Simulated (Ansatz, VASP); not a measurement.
# AgCl: VASP beside Ansatz

```
Ag Cl
1.0
     0.00000    2.73907    2.77318
     2.73907    0.00000    2.77318
     2.73907    2.73907    0.00000
Ag Cl
1 1
Direct
  0.00000 0.00000 0.00000
  0.50000 0.50000 0.50000
```

Change from the starting cell: biaxial_xy strain -1.2%.

Alike in both runs: task single point; functional PBE; k mesh 8 × 8 × 8; occupations fermi-dirac, width 0.02 eV; no spin polarisation.

|  | VASP | Ansatz |
| --- | --- | --- |
| version | VASP 6.6.1 | Ansatz 0.2.0 |
| potentials or method | VASP PAW PBE potentials, release 64 (Ag, Cl) | plane waves, PAW |
| plane-wave cutoff (eV) | 520 | 420 |
| valence electrons in the cell | 18 | 26 |

```tsv
	VASP	Ansatz	Ansatz less VASP
gap on the k mesh at the Fermi level (eV)	0.86	0.87	+0.003
pressure (GPa)	2.8	2.9	+0.15
traceless stress, the component that is largest in VASP (GPa)	-0.27	-0.27	-0.008
```

VASP's potentials hold 18 valence electrons a cell and Ansatz's 26, so a difference there can come from the potentials and not from the codes.
